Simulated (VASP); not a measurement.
Runs of VASP 6.6.1 on Cu. The structure is that of space group Cmcm (No. 63), or close to it. The cells are those of the table. 

| cell | further INCAR settings | gap on the mesh (eV) | pressure (GPa) | largest force (eV/Å) |
| --- | --- | --- | --- | --- |
| a = 4.301, b = 4.301, c = 2.514 Å, angles 90.0, 90.0, 145.8°, 2 atoms | ALGO = Fast; EDIFF = 1e-06; NBANDS = 18 | none | (a) | 0.04 |
| a = 4.133, b = 4.133, c = 2.514 Å, angles 90.0, 90.0, 145.8°, 2 atoms | ALGO = Fast; EDIFF = 1e-07; NBANDS = 18 | none | 7.0 | 0.06 |
| a = 4.386, b = 4.386, c = 2.514 Å, angles 90.0, 90.0, 145.8°, 2 atoms | ALGO = Fast; EDIFF = 1e-07; NBANDS = 18 | none | -7.2 | 0.08 |
| a = 4.048, b = 4.048, c = 2.514 Å, angles 90.0, 90.0, 145.8°, 2 atoms | ALGO = Fast; EDIFF = 1e-07; NBANDS = 18 | none | 13.6 | 0.13 |

Alike in all rows: task single point; level PBE; potentials or basis VASP PAW PBE potentials, release 64 (Cu); no spin polarisation; k mesh 18 × 18 × 18; cutoff (eV) 520; smearing gaussian 0.15 eV.

Question: Fill in the values left out.

Answer: (a) -3.6.

Caveats: the cell stands under tension (at least some runs); the cell stands under pressure (at least some runs); the stress differs along the axes, from -9 to -4 GPa (at least some runs); the stress differs along the axes, from 9 to 18 GPa (at least some runs).

A gap of «none» marks levels without a gap at the run's occupations.
